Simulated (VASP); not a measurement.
# HfB2 (P6/mmm) in VASP: a series of runs

The runs below take HfB2 through relaxation of cell and atoms, with LDA.

Everything below comes from runs of VASP 6.6.1. Logs are shortened: lines on timing, memory, paths and dates and some standing lists are left out, and cuts for length are marked.

## (1) The cell of the first run

The structure is hexagonal, space group P6/mmm (No. 191). The conventional cell has a = 3.104 Å, b = 3.104 Å, c = 3.420 Å, α = 90.00°, β = 90.00°, γ = 120.00°. Hf (site symmetry 6/mmm) has 12 B at 2.48 Å and 8 Hf at 3.10 to 3.42 Å within 3.5 Å. B (site symmetry -6m2) has 3 B at 1.79 Å and 6 Hf at 2.48 Å within 2.5 Å.

## (2) Relaxation of cell and atoms, LDA

Input file INCAR:

```
SYSTEM = HfB2
PREC = Accurate ; ENCUT = 500
EDIFF = 1E-7 ; ISMEAR = -1
SIGMA = 0.15 ; LREAL = .FALSE.
LASPH = .TRUE. ; NELM = 120
ALGO = Normal ; ISIF = 3
LWAVE = .FALSE. ; LCHARG = .FALSE.
GGA = CA ; IBRION = 2
NSW = 80 ; EDIFFG = -0.001
GGA_COMPAT = .FALSE. ; NELMIN = 4
```

Input file KPOINTS:

```
regular mesh
0
G
  15 15 10
  0 0 0
```

Input file POSCAR:

```
HfB2
1.0
    3.1036745158      0.0000000000      0.0000000000
   -1.5518372579      2.6878609758      0.0000000000
    0.0000000000      0.0000000000      3.4202793460
Hf B
1 2
Direct
    0.0000000000      0.0000000000      0.0000000000
    0.3333333333      0.6666666667      0.5000000000
    0.6666666667      0.3333333333      0.5000000000
```

Potentials or basis: VASP PAW LDA potentials, release 64 (Hf_pv, B).

The run is started by

```sh
$ cat potpaw_LDA.64/Hf_pv/POTCAR potpaw_LDA.64/B/POTCAR > POTCAR
$ mpirun -np 1 vasp_std > vasp.out
```

OUTCAR:

```text
SYSTEM = HfB2
   PREC = Accurate
   ENCUT = 500
   EDIFF = 1E-7
   ISMEAR = -1
   LREAL = .FALSE.
   LASPH = .TRUE.
   NELM = 120
   ISIF = 3
   GGA = CA
   IBRION = 2
   NSW = 80
   EDIFFG = -0.001
   NELMIN = 4

 ion  position               nearest neighbor table
   1  0.000  0.000  0.000-   2 2.48   3 2.48   2 2.48   3 2.48   3 2.48   3 2.48   2 2.48   2 2.48
                             3 2.48   3 2.48   2 2.48   2 2.48
   2  0.333  0.667  0.500-   3 1.79   3 1.79   3 1.79   1 2.48   1 2.48   1 2.48   1 2.48   1 2.48
                             1 2.48
   3  0.667  0.333  0.500-   2 1.79   2 1.79   2 1.79   1 2.48   1 2.48   1 2.48   1 2.48   1 2.48
                             1 2.48

  LATTYP: Found a hexagonal cell.
 ALAT       =     3.1036745158
 C/A-ratio  =     1.1020096755

  Lattice vectors:

 A1 = (   3.1036745158,   0.0000000000,   0.0000000000)
 A2 = (  -1.5518372579,   2.6878609758,   0.0000000000)
 A3 = (   0.0000000000,   0.0000000000,   3.4202793460)

Analysis of symmetry for initial positions (statically):
=====================================================================
 Subroutine PRICEL returns:
 Original cell was already a primitive cell.

 Routine SETGRP: Setting up the symmetry group for a
 hexagonal supercell.

 Subroutine GETGRP returns: Found 24 space group operations
 (whereof 24 operations were pure point group operations)
 out of a pool of 24 trial point group operations.

The static configuration has the point symmetry D_6h.

Analysis of symmetry for dynamics (positions and initial velocities):
=====================================================================
 Subroutine PRICEL returns:
 Original cell was already a primitive cell.

 Routine SETGRP: Setting up the symmetry group for a
 hexagonal supercell.

 Subroutine GETGRP returns: Found 24 space group operations
 (whereof 24 operations were pure point group operations)
 out of a pool of 24 trial point group operations.

The dynamic configuration has the point symmetry D_6h.

 Subroutine INISYM returns: Found 24 space group operations
 (whereof 24 operations are pure point group operations),
 and found     1 'primitive' translations

----------------------------------------------------------------------------------------

                                     Primitive cell

  volume of cell :      28.5328

[... 104 lines left out ...]
   EFERMI =   0.00;   METHOD = LEGACY
   ISMEAR =    -1;   SIGMA  =   0.15  broadening in eV -4-tet -1-fermi 0-gaus
   EFERMI_NEDOS =   21; number of points for ismear=-14 and -15
   IALGO  =     38    algorithm
   IMIX   =      4    mixing-type and parameters
     AMIX     =   0.40;   BMIX     =  1.00
     AMIX_MAG =   1.60;   BMIX_MAG =  1.00
  volume/ion in A,a.u.               =       9.51        64.18
  Fermi-wavevector in a.u.,A,eV,Ry     =   1.349999  2.551127 24.796565  1.822496
  Thomas-Fermi vector in A             =   2.477539
   LORBIT       =      0    0 simple, 1 ext, 2 COOP (PROOUT), +10 PAW based schemes
   GGA     = CA    functional components
   LHFCALC =     F    Hartree Fock is set to
   AEXX    =    0.0000 exact exchange contribution
   IVDW    =     0    specifies the selected vdW correction
   LEPSILON=     F    determine dielectric tensor
   LRPA    =     F    only Hartree local field effects (RPA)
 conjugate gradient relaxation of ions
 non-spin polarized calculation
  energy-cutoff  :      500.00
  volume of cell :       28.53
 maximum number of plane-waves:       751
 NGX is ok and might be reduce to    24
   NGX = 11   NGY = 11   NGZ = 13

--------------------------------------- Ionic step        1  -------------------------------------------

 number of electron      16.0000000 magnetization

 Free energy of the ion-electron system (eV)
  ---------------------------------------------------
  ext. energy  EPLUGINS =         0.00000000
  ---------------------------------------------------
  free energy    TOTEN  =       -28.96313109 eV

  energy without entropy =      -28.94556146  energy(sigma->0) =      -28.95434628

------------------------ aborting loop because EDIFF is reached ----------------------------------------

  FORCE on cell =-STRESS in cart. coord.  units (eV):
  Direction    XX          YY          ZZ          XY          YZ          ZX
  --------------------------------------------------------------------------------------
  -------------------------------------------------------------------------------------
  Total        0.0991633      0.0991633      0.2112958      0.0000000      0.0000000     -0.0000000
  in kB        5.5682297      5.5682297     11.8647024      0.0000000      0.0000000     -0.0000000
  external PRESSURE =       7.6670539 kB  Pullay stress =       0.0000000 kB
[... 135 lines left out ...]
--------------------------------------- Ionic step        5  -------------------------------------------

 number of electron      16.0000000 magnetization

 Free energy of the ion-electron system (eV)
  ---------------------------------------------------
  ext. energy  EPLUGINS =         0.00000000
  ---------------------------------------------------
  free energy    TOTEN  =       -28.96339410 eV

  energy without entropy =      -28.94575126  energy(sigma->0) =      -28.95457268

 E-fermi :   7.9452     XC(G=0): -12.8984

 val. band max:        7.8866128997   @ k =   0.0667   0.0667   0.5000
 cond. band min:       7.9718893174   @ k =   0.4000   0.1333   0.0000
 fundamental gap:      0.0852764177
 Fermi energy:         7.9452399304

 k-point     1 :       0.0000    0.0000    0.0000
  band No.  band energies     occupation
      1     -22.4016      2.00000
      2     -21.8436      2.00000
      3     -21.8436      2.00000
      4      -5.8067      2.00000
      5       4.8802      2.00000
      6       4.9731      2.00000
      7       4.9731      2.00000
      8       5.3256      2.00000
      9      12.0923      0.00000
     10      12.0923      0.00000
     11      12.7994      0.00000
     12      12.7994      0.00000
[... 331 lines left out ...]
 k-point    24 :       0.4000    0.2000    0.0000
  band No.  band energies     occupation
      1     -22.6163      2.00000
      2     -22.2438      2.00000
      3     -22.2337      2.00000
      4      -1.1682      2.00000
      5      -0.6497      2.00000
      6       1.8728      2.00000
      7       4.3105      2.00000
      8       6.8908      1.99823
      9       7.6959      1.68113
     10      11.0578      0.00000
     11      12.7124      0.00000
     12      15.1013      0.00000

 [... further k-points ...]
[... 5 lines left out ...]
  --------------------------------------------------------------------------------------
  -------------------------------------------------------------------------------------
  Total        0.0001155      0.0001155     -0.0011268      0.0000000      0.0000000      0.0000000
  in kB        0.0064670      0.0064670     -0.0630914      0.0000000      0.0000000      0.0000000
  external PRESSURE =      -0.0167192 kB  Pullay stress =       0.0000000 kB
[... 18 lines left out ...]
  FREE ENERGIE OF THE ION-ELECTRON SYSTEM (eV)
  ---------------------------------------------------
  free  energy   TOTEN  =       -28.9633941011 eV

  energy  without entropy=      -28.9457512631  energy(sigma->0) =      -28.95457268

 reached required accuracy - stopping structural energy minimisation
```

It took 3.3 min on 1 thread of Intel Xeon 8259CL, shared host; peak memory 0.19 GiB.

What came out:

| Quantity | Value |
| --- | --- |
| Free energy | -28.9634 eV |
| Relaxed volume | 9.54 Å³/atom |
| Relaxed cell | a = 3.105 Å, b = 3.105 Å, c = 3.428 Å, α = 90.00°, β = 90.00°, γ = 120.00° |
| Space group after relaxing (to 0.1 Å) | P6/mmm (No. 191) |
| Energy gained by relaxing | 0.1 meV/atom |
| Ionic steps | 5 |
| Pressure after relaxing | 0.0 GPa |
| Band gap on the k mesh | zero (bands 8 and 9 overlap by 1.14 eV) |

The path:
```csv
step,energy change (eV),largest force (eV/Å),pressure (GPa),volume (Å³)
1,0.0000,0.0000,0.77,28.53
2,0.0001,0.0000,-1.03,28.72
3,-0.0002,0.0000,-0.07,28.62
4,-0.0003,0.0000,0.00,28.61
5,-0.0003,0.0000,0.00,28.61
```

Final structure:
```xyz
3
Lattice="3.1047 0.0000 0.0000 -1.5524 2.6888 0.0000 0.0000 0.0000 3.4278" Properties=species:S:1:pos:R:3 pbc="T T T"
Hf   -1.5524    2.6888    0.0000
B     0.0000    1.7925    1.7139
B     1.5524    0.8963    1.7139
```

Caveat: spin-orbit coupling is left out, which moves the levels of the heavy elements.

## (3) Relaxation of cell and atoms, LDA

Input file INCAR:

```
  PREC = Accurate
  ENCUT = 500
  EDIFF = 1E-7
  ISMEAR = 0
  SIGMA = 0.1
  LREAL = False
  LASPH = True
  NELM = 120
  ALGO = Normal
  ISIF = 3
  LWAVE = False
  LCHARG = False
  GGA = CA
  IBRION = 2
  NSW = 100
  EDIFFG = -0.002
  GGA_COMPAT = False
  NELMIN = 4
```

Input file KPOINTS:

```
regular mesh
0
Gamma
  15 15 10
```

Input file POSCAR:

```
HfB2
1.0
    3.1053837976      0.0000000000      0.0000000000
   -1.5526918988      2.6893412573      0.0000000000
    0.0000000000      0.0000000000      3.4179528884
Hf B
1 2
Direct
    0.0000000000      0.0000000000      0.0000000000
    0.3333333333      0.6666666667      0.5000000000
    0.6666666667      0.3333333333      0.5000000000
```

Potentials or basis: VASP PAW LDA potentials, release 64 (Hf_pv, B).

The run is started by

```sh
$ cat potpaw_LDA.64/Hf_pv/POTCAR potpaw_LDA.64/B/POTCAR > POTCAR
$ mpirun -np 1 vasp_std > vasp.out
```

OUTCAR:

```text
PREC = Accurate
   ENCUT = 500
   EDIFF = 1E-7
   ISMEAR = 0
   LREAL = False
   LASPH = True
   NELM = 120
   ISIF = 3
   GGA = CA
   IBRION = 2
   NSW = 100
   EDIFFG = -0.002
   NELMIN = 4

 ion  position               nearest neighbor table
   1  0.000  0.000  0.000-   2 2.48   3 2.48   2 2.48   3 2.48   3 2.48   3 2.48   2 2.48   2 2.48
                             3 2.48   3 2.48   2 2.48   2 2.48
   2  0.333  0.667  0.500-   3 1.79   3 1.79   3 1.79   1 2.48   1 2.48   1 2.48   1 2.48   1 2.48
                             1 2.48
   3  0.667  0.333  0.500-   2 1.79   2 1.79   2 1.79   1 2.48   1 2.48   1 2.48   1 2.48   1 2.48
                             1 2.48

  LATTYP: Found a hexagonal cell.
 ALAT       =     3.1053837976
 C/A-ratio  =     1.1006539324

  Lattice vectors:

 A1 = (   3.1053837976,   0.0000000000,   0.0000000000)
[... 342 lines left out ...]
 cond. band min:       7.9744382573   @ k =   0.4000   0.1333   0.0000
 fundamental gap:      0.0850538857
 Fermi energy:         7.9449451961

 k-point     1 :       0.0000    0.0000    0.0000
  band No.  band energies     occupation
      1     -22.4010      2.00000
      2     -21.8404      2.00000
      3     -21.8404      2.00000
      4      -5.8066      2.00000
      5       4.8829      2.00000
      6       4.9729      2.00000
      7       4.9729      2.00000
      8       5.3294      2.00000
      9      12.0942      0.00000
     10      12.0942      0.00000
     11      12.8054      0.00000
     12      12.8054      0.00000
[... 331 lines left out ...]
 k-point    24 :       0.4000    0.2000    0.0000
  band No.  band energies     occupation
      1     -22.6132      2.00000
      2     -22.2406      2.00000
      3     -22.2331      2.00000
      4      -1.1684      2.00000
      5      -0.6486      2.00000
      6       1.8729      2.00000
      7       4.3130      2.00000
      8       6.8933      2.00000
      9       7.6981      1.99952
     10      11.0613      0.00000
     11      12.7135      0.00000
     12      15.1045      0.00000

 [... further k-points ...]
[... 5 lines left out ...]
  --------------------------------------------------------------------------------------
  -------------------------------------------------------------------------------------
  Total       -0.0004805     -0.0004805     -0.0005911      0.0000000      0.0000000      0.0000000
  in kB       -0.0269085     -0.0269085     -0.0331052      0.0000000      0.0000000      0.0000000
  external PRESSURE =      -0.0289741 kB  Pullay stress =       0.0000000 kB
[... 18 lines left out ...]
  FREE ENERGIE OF THE ION-ELECTRON SYSTEM (eV)
  ---------------------------------------------------
  free  energy   TOTEN  =       -28.9565319434 eV

  energy  without entropy=      -28.9558952096  energy(sigma->0) =      -28.95621358

 reached required accuracy - stopping structural energy minimisation
```

OSZICAR:

```text
N       E                     dE             d eps       ncg     rms          rms(c)
DAV:   1     0.252238967814E+02    0.25224E+02   -0.82463E+03  3896   0.123E+03
DAV:   2    -0.298449316806E+02   -0.55069E+02   -0.51705E+02  4880   0.237E+02
DAV:   3    -0.314581525810E+02   -0.16132E+01   -0.15906E+01  5104   0.313E+01
DAV:   4    -0.314703552337E+02   -0.12203E-01   -0.12192E-01  4732   0.290E+00
[... 35 lines left out ...]
DAV:   1    -0.289565406656E+02   -0.15501E-04   -0.54715E-04  4096   0.210E-01    0.300E-02
DAV:   2    -0.289565343526E+02    0.63129E-05   -0.10789E-05  4776   0.305E-02    0.101E-02
DAV:   3    -0.289565321914E+02    0.21612E-05   -0.32477E-06  4788   0.151E-02    0.680E-03
DAV:   4    -0.289565319882E+02    0.20327E-06   -0.23456E-07  4120   0.412E-03    0.591E-03
DAV:   5    -0.289565319434E+02    0.44741E-07   -0.67484E-08  2384   0.206E-03
   5 F= -.28956532E+02 E0= -.28956214E+02  d E =-.403153E-04
```

It took 2.6 min on 1 thread of Intel Xeon 8259CL, shared host; peak memory 0.18 GiB.

What came out:

| Quantity | Value |
| --- | --- |
| Free energy | -28.9565 eV |
| Relaxed volume | 9.54 Å³/atom |
| Relaxed cell | a = 3.105 Å, b = 3.105 Å, c = 3.427 Å, α = 90.00°, β = 90.00°, γ = 120.00° |
| Space group after relaxing (to 0.1 Å) | P6/mmm (No. 191) |
| Energy gained by relaxing | 0.1 meV/atom |
| Ionic steps | 5 |
| Pressure after relaxing | 0.0 GPa |
| Band gap on the k mesh | zero (bands 8 and 9 overlap by 1.15 eV) |

The path:
| step | energy change (eV) | largest force (eV/Å) | pressure (GPa) | volume (Å³) |
| --- | --- | --- | --- | --- |
| 1 | 0.0000 | 0.0000 | 0.57 | 28.54 |
| 2 | -0.0001 | 0.0000 | -0.73 | 28.68 |
| 3 | -0.0002 | 0.0000 | -0.19 | 28.62 |
| 4 | -0.0003 | 0.0000 | 0.07 | 28.60 |
| 5 | -0.0003 | 0.0000 | 0.00 | 28.61 |

Final structure:
```
Hf B
1.0
     3.10471    0.00000    0.00000
    -1.55235    2.68876    0.00000
     0.00000    0.00000    3.42698
Hf B
1 2
Cartesian
  0.0000 0.0000 0.0000
  0.0000 1.7925 1.7135
  1.5524 0.8963 1.7135
```

Caveat: spin-orbit coupling is left out, which moves the levels of the heavy elements.
